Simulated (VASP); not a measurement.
# LiCl (Imm2) in VASP: single point with PBE

Aim: the single point of LiCl with PBE.

Everything below comes from runs of VASP 6.6.1. Logs are shortened: lines on timing, memory, paths and dates and some standing lists are left out, and cuts for length are marked.

## (1) The cell of the first run

It takes space group Imm2 (No. 44, orthorhombic). Conventional cell: a = 3.627 Å, b = 5.130 Å, c = 3.627 Å, α = 90.00°, β = 90.00°, γ = 90.00°. Li (site symmetry mm2) has 6 Cl at 2.37 to 2.77 Å within 3.1 Å. Within 3.1 Å of Cl (site symmetry mm2) lie 6 Li at 2.37 to 2.77 Å.

## (2) Single point, PBE (atom 2 (Cl) moved by (-0.200, -0.200) A along x and y)

Contents of INCAR:

```
PREC     = Accurate       # precision mode
ENCUT    = 520            # plane-wave cutoff, eV
EDIFF    = 1E-6           # SCF threshold, eV
ISMEAR   = 0              # smearing method
SIGMA    = 0.05           # smearing width, eV
LREAL    = False          # projectors in reciprocal space
LASPH    = True           # aspherical terms in the spheres
NELM     = 80             # most SCF steps
ALGO     = Normal         # electronic algorithm
ISIF     = 2              # what is computed and relaxed
LWAVE    = False          # write WAVECAR
LCHARG   = False          # write CHGCAR
GGA      = PE             # functional
NBANDS   = 12             # bands
```

Contents of KPOINTS:

```
regular mesh
0
Gamma
  8 8 8
```

Contents of POSCAR:

```
LiCl
1.0
    0.0000000000      2.5647600000      2.5647600000
    2.5647600000      0.0000000000      2.5647600000
    2.5647600000      2.5647600000      0.0000000000
Li Cl
1 1
Direct
    0.0000000000      0.0000000000      0.0000000000
    0.5000000000      0.5000000000      0.4220199941
```

Potentials or basis: VASP PAW PBE potentials, release 64 (Li_sv, Cl).

Run with:

```console
$ cat potpaw_PBE.64/Li_sv/POTCAR potpaw_PBE.64/Cl/POTCAR > POTCAR
$ mpirun -np 1 vasp_std > vasp.out
```

OUTCAR:

```text
PREC = Accurate
   ENCUT = 520
   EDIFF = 1E-6
   ISMEAR = 0
   LREAL = False
   LASPH = True
   NELM = 80
   ISIF = 2
   GGA = PE

 ion  position               nearest neighbor table
   1  0.000  0.000  0.000-   2 2.37   2 2.37   2 2.58   2 2.58
   2  0.500  0.500  0.422-   1 2.37   1 2.37   1 2.58   1 2.58

  LATTYP: Found a face centered cubic cell.
 ALAT       =     5.1295200000

  Lattice vectors:

 A1 = (   0.0000000000,   2.5647600000,   2.5647600000)
 A2 = (   2.5647600000,   0.0000000000,   2.5647600000)
 A3 = (   2.5647600000,   2.5647600000,   0.0000000000)

Analysis of symmetry for initial positions (statically):
=====================================================================
 Subroutine PRICEL returns:
 Original cell was already a primitive cell.

 Routine SETGRP: Setting up the symmetry group for a
 face centered cubic supercell.

 Subroutine GETGRP returns: Found  4 space group operations
 (whereof  4 operations were pure point group operations)
 out of a pool of 48 trial point group operations.

The static configuration has the point symmetry C_2v.

Analysis of symmetry for dynamics (positions and initial velocities):
=====================================================================
 Subroutine PRICEL returns:
 Original cell was already a primitive cell.

 Routine SETGRP: Setting up the symmetry group for a
 face centered cubic supercell.

 Subroutine GETGRP returns: Found  4 space group operations
 (whereof  4 operations were pure point group operations)
 out of a pool of 48 trial point group operations.

The dynamic configuration has the point symmetry C_2v.

 Subroutine INISYM returns: Found  4 space group operations
 (whereof  4 operations are pure point group operations),
 and found     1 'primitive' translations

----------------------------------------------------------------------------------------

                                     Primitive cell

  volume of cell :      33.7420

  direct lattice vectors                    reciprocal lattice vectors
     0.000000000  2.564760000  2.564760000    -0.194950015  0.194950015  0.194950015
     2.564760000  0.000000000  2.564760000     0.194950015 -0.194950015  0.194950015
     2.564760000  2.564760000  0.000000000     0.194950015  0.194950015 -0.194950015

  length of vectors
     3.627118376  3.627118376  3.627118376     0.337663331  0.337663331  0.337663331

  position of ions in fractional coordinates (direct lattice)
     0.000000000  0.000000000  0.000000000
     0.500000000  0.500000000  0.422019994

  ion indices of the primitive-cell ions
   primitive index   ion index
                 1           1
                 2           2

----------------------------------------------------------------------------------------

 KPOINTS: regular mesh

Automatic generation of k-mesh.
 Grid dimensions read from file:
 generate k-points for:    8    8    8

 Generating k-lattice:

  Cartesian coordinates                     Fractional coordinates (reciprocal lattice)
    -0.024368752  0.024368752  0.024368752     0.125000000  0.000000000  0.000000000
     0.024368752 -0.024368752  0.024368752     0.000000000  0.125000000  0.000000000
     0.024368752  0.024368752 -0.024368752     0.000000000  0.000000000  0.125000000

  Length of vectors
     0.042207916  0.042207916  0.042207916

  Shift w.r.t. Gamma in fractional coordinates (k-lattice)
     0.000000000  0.000000000  0.000000000

 Subroutine IBZKPT returns following result:
 ===========================================

 Found     95 irreducible k-points:

 Following reciprocal coordinates:
            Coordinates               Weight
  0.000000  0.000000  0.000000      1.000000
  0.125000  0.000000  0.000000      4.000000
  0.000000  0.000000  0.125000      4.000000
  0.250000  0.000000  0.000000      4.000000
  0.000000  0.000000  0.250000      4.000000
  0.375000  0.000000  0.000000      4.000000
[... 16 lines left out ...]
  0.125000  0.125000 -0.375000      4.000000
 -0.375000  0.125000  0.000000      4.000000
 [... further k-points ...]
   k-points           NKPTS =     95   k-points in BZ     NKDIM =     95   number of bands    NBANDS=     12
   number of dos      NEDOS =    301   number of ions     NIONS =      2
   total plane-waves  NPLWV =  21952
   dimension x,y,z NGX =    28 NGY =   28 NGZ =   28
   dimension x,y,z NGXF=    56 NGYF=   56 NGZF=   56
   ions per type =               1   1
   NGX,Y,Z   is equivalent  to a cutoff of  12.83, 12.83, 12.83 a.u.
   NGXF,Y,Z  is equivalent  to a cutoff of  25.67, 25.67, 25.67 a.u.
 SYSTEM =  unknown system
   PREC   = accura    normal or accurate (medium, high low for compatibility)
   ISTART =      0    job   : 0-new  1-cont  2-samecut
   ICHARG =      2    charge: 1-file 2-atom 10-const
   ISPIN  =      1    spin polarized calculation?
   LNONCOLLINEAR =      F non collinear calculations
   LSORBIT =      F    spin-orbit coupling
   LASPH  =      T    aspherical Exc in radial PAW
   ENCUT  =  520.0 eV  38.22 Ry    6.18 a.u.   6.74  6.74  6.74*2*pi/ulx,y,z
   NELM   =     80;   NELMIN=  2; NELMDL= -5     # of ELM steps
   EDIFF  = 0.1E-05   stopping-criterion for ELM
   LREAL  =      F    real-space projection
   EDIFFG = 0.1E-04   stopping-criterion for IOM
   NSW    =      0    number of steps for IOM
   IBRION =     -1    ionic relax: 0-MD 1-quasi-New 2-CG
   NFREE  =      0    steps in history (QN), initial steepest desc. (CG)
   ISIF   =      2    stress and relaxation
   ISYM   =      2    0-nonsym 1-usesym 2-fastsym
   POTIM  = 0.5000    time-step for ionic-motion
   TEBEG  =    0.0;   TEEND  =   0.0 temperature during run
   PSTRESS=    0.0 pullay stress
   NELECT =      10.0000    total number of electrons
   NUPDOWN=      -1.0000    fix difference up-down
   EMIN   =  10.00;   EMAX   =-10.00  energy-range for DOS
   EFERMI =   0.00;   METHOD = LEGACY
   ISMEAR =     0;   SIGMA  =   0.05  broadening in eV -4-tet -1-fermi 0-gaus
   EFERMI_NEDOS =   21; number of points for ismear=-14 and -15
   IALGO  =     38    algorithm
   IMIX   =      4    mixing-type and parameters
     AMIX     =   0.40;   BMIX     =  1.00
     AMIX_MAG =   1.60;   BMIX_MAG =  1.00
  volume/ion in A,a.u.               =      16.87       113.85
  Fermi-wavevector in a.u.,A,eV,Ry     =   1.091486  2.062609 16.209183  1.191341
  Thomas-Fermi vector in A             =   2.227732
   LORBIT       =      0    0 simple, 1 ext, 2 COOP (PROOUT), +10 PAW based schemes
   GGA     = PE    functional components
   LHFCALC =     F    Hartree Fock is set to
   AEXX    =    0.0000 exact exchange contribution
   IVDW    =     0    specifies the selected vdW correction
   LEPSILON=     F    determine dielectric tensor
   LRPA    =     F    only Hartree local field effects (RPA)
 non-spin polarized calculation
 Gauss-broadening in eV      SIGMA  =   0.05
  energy-cutoff  :      520.00
  volume of cell :       33.74
 maximum number of plane-waves:       934
   NGX = 13   NGY = 13   NGZ = 13

 number of electron      10.0000004 magnetization

 Free energy of the ion-electron system (eV)
  ---------------------------------------------------
  ext. energy  EPLUGINS =         0.00000000
  ---------------------------------------------------
  free energy    TOTEN  =        -7.35611595 eV

  energy without entropy =       -7.35611595  energy(sigma->0) =       -7.35611595

 E-fermi :   0.7885     XC(G=0):  -8.7115

 val. band max:        0.5834615909   @ k =   0.0000   0.0000   0.0000
 cond. band min:       6.8823476572   @ k =   0.0000   0.0000   0.0000
 fundamental gap:      6.2988860663
 Fermi energy:         0.7884876267

 k-point     1 :       0.0000    0.0000    0.0000
  band No.  band energies     occupation
      1     -42.8868      2.00000
      2     -12.8381      2.00000
      3       0.4831      2.00000
      4       0.5828      2.00000
      5       0.5835      2.00000
      6       6.8823      0.00000
      7      12.1746      0.00000
      8      12.2167      0.00000
      9      12.4958      0.00000
     10      14.3446      0.00000
     11      14.9570      0.00000
     12      15.5491      0.00000

 k-point     2 :       0.1250    0.0000    0.0000
  band No.  band energies     occupation
      1     -42.8864      2.00000
      2     -12.7642      2.00000
      3      -0.0038      2.00000
      4       0.5081      2.00000
      5       0.5382      2.00000
      6       7.3189      0.00000
      7      11.6210      0.00000
      8      12.2712      0.00000
      9      12.4198      0.00000
     10      13.6569      0.00000
     11      13.8681      0.00000
     12      15.4257      0.00000

 k-point     3 :       0.0000    0.0000    0.1250
  band No.  band energies     occupation
      1     -42.8865      2.00000
      2     -12.7630      2.00000
      3       0.0533      2.00000
      4       0.4410      2.00000
      5       0.5404      2.00000
      6       7.3528      0.00000
      7      11.5363      0.00000
      8      12.1468      0.00000
      9      12.4093      0.00000
     10      13.5891      0.00000
     11      13.9631      0.00000
     12      15.7809      0.00000

 k-point     4 :       0.2500    0.0000    0.0000
  band No.  band energies     occupation
      1     -42.8854      2.00000
      2     -12.5758      2.00000
      3      -1.0351      2.00000
      4       0.4030      2.00000
      5       0.4269      2.00000
      6       7.7432      0.00000
      7      11.2883      0.00000
      8      11.4188      0.00000
      9      11.7392      0.00000
     10      14.3012      0.00000
     11      14.4545      0.00000
     12      16.0361      0.00000

 k-point     5 :       0.0000    0.0000    0.2500
  band No.  band energies     occupation
      1     -42.8855      2.00000
      2     -12.5718      2.00000
      3      -1.0040      2.00000
      4       0.3450      2.00000
      5       0.4405      2.00000
      6       7.8195      0.00000
      7      11.1956      0.00000
      8      11.3118      0.00000
      9      11.4708      0.00000
     10      14.4811      0.00000
     11      14.5700      0.00000
     12      16.3012      0.00000
[... 228 lines left out ...]
      1     -42.8839      2.00000
      2     -12.2486      2.00000
      3      -2.1251      2.00000
      4      -0.1104      2.00000
      5       0.1386      2.00000
      6       7.9787      0.00000
      7      10.0053      0.00000
      8      10.7880      0.00000
      9      12.9704      0.00000
     10      16.1818      0.00000
     11      17.7478      0.00000
     12      18.4438      0.00000

 k-point    22 :       0.1250    0.0000    0.5000
  band No.  band energies     occupation
      1     -42.8840      2.00000
      2     -12.2407      2.00000
      3      -2.1143      2.00000
      4      -0.1440      2.00000
      5       0.1543      2.00000
      6       7.9870      0.00000
      7       9.9332      0.00000
      8      10.6960      0.00000
      9      12.8017      0.00000
     10      16.1558      0.00000
     11      17.8281      0.00000
     12      18.6785      0.00000

 k-point    23 :       0.1250    0.1250   -0.3750
  band No.  band energies     occupation
      1     -42.8840      2.00000
      2     -12.2399      2.00000
      3      -2.1129      2.00000
      4      -0.0792      2.00000
      5       0.0814      2.00000
      6       7.9962      0.00000
      7       9.9821      0.00000
      8      10.6318      0.00000
      9      12.7154      0.00000
     10      16.4772      0.00000
     11      17.7531      0.00000
     12      18.6592      0.00000

 k-point    24 :      -0.3750    0.1250    0.0000
  band No.  band energies     occupation
      1     -42.8840      2.00000
      2     -12.2805      2.00000
      3      -2.0070      2.00000
      4      -0.2021      2.00000
      5       0.2715      2.00000
      6       8.0562      0.00000
      7       9.9515      0.00000
      8      10.8958      0.00000
      9      12.8131      0.00000
     10      15.8211      0.00000
     11      17.4349      0.00000
     12      18.1904      0.00000

 [... further k-points ...]

------------------------ aborting loop because EDIFF is reached ----------------------------------------

  FORCE on cell =-STRESS in cart. coord.  units (eV):
  Direction    XX          YY          ZZ          XY          YZ          ZX
  --------------------------------------------------------------------------------------
  -------------------------------------------------------------------------------------
  Total        0.3768532      0.3768532      0.0260328     -0.0289722      0.0000000      0.0000000
  in kB       17.8942109     17.8942109      1.2361195     -1.3756949      0.0000000      0.0000000
  external PRESSURE =      12.3415138 kB  Pullay stress =       0.0000000 kB

 VOLUME and BASIS-vectors are now :
 -----------------------------------------------------------------------------
  energy-cutoff  :      520.00
  volume of cell :       33.74
      direct lattice vectors                 reciprocal lattice vectors
     0.000000000  2.564760000  2.564760000    -0.194950015  0.194950015  0.194950015
     2.564760000  0.000000000  2.564760000     0.194950015 -0.194950015  0.194950015
     2.564760000  2.564760000  0.000000000     0.194950015  0.194950015 -0.194950015

 POSITION                                       TOTAL-FORCE (eV/Angst)
 -----------------------------------------------------------------------------------
      0.00000      0.00000      0.00000        -0.163133     -0.163133     -0.000000
      2.36476      2.36476      2.56476         0.163133      0.163133      0.000000
 -----------------------------------------------------------------------------------
    total drift:                                0.000095      0.000095      0.000002

  FREE ENERGIE OF THE ION-ELECTRON SYSTEM (eV)
  ---------------------------------------------------
  free  energy   TOTEN  =        -7.3561159537 eV

  energy  without entropy=       -7.3561159537  energy(sigma->0) =       -7.35611595
```

Run time: 32 s. Hardware: 1 thread of Intel Xeon Platinum 8375C at 2.90GHz (Ice Lake), shared host; peak memory 0.17 GiB.

What came out:

```
Free energy            : -7.3561 eV
Largest force          : 0.231 eV/Å
Band gap on the k mesh : 6.30 eV, direct
```

Forces on the atoms (eV/Å):
```
Li  -0.163 -0.163  0.000
Cl   0.163  0.163  0.000
```

Levels at points of the mesh, in eV from the valence-band top:
| k point | band 2 | band 3 | band 4 | band 5 | band 6 | band 7 | band 8 | band 9 |
| --- | --- | --- | --- | --- | --- | --- | --- | --- |
| (0.00, 0.00, 0.00) | -13.42 | -0.10 | 0.00 | 0.00 | 6.30 | 11.59 | 11.63 | 11.91 |
| (0.50, 0.00, 0.00) | -12.87 | -2.83 | -0.31 | -0.30 | 6.79 | 9.63 | 9.68 | 13.05 |
| (0.00, 0.00, 0.50) | -12.86 | -2.82 | -0.36 | -0.27 | 6.83 | 9.51 | 9.57 | 12.80 |
| (0.50, 0.50, 0.00) | -12.62 | -2.90 | -1.19 | -1.06 | 7.72 | 8.17 | 12.42 | 14.18 |
| (0.00, 0.50, 0.50) | -12.63 | -2.90 | -1.14 | -1.10 | 7.78 | 8.18 | 12.62 | 14.27 |

Caveat: the cell differs from its parent crystal (atom 2 (Cl) moved by (-0.200, -0.200) A along x and y); the cutoff is under 1.25 times the usual one of these potentials, so pressure, stress and relaxed cells hold a basis-set (Pulay) error.
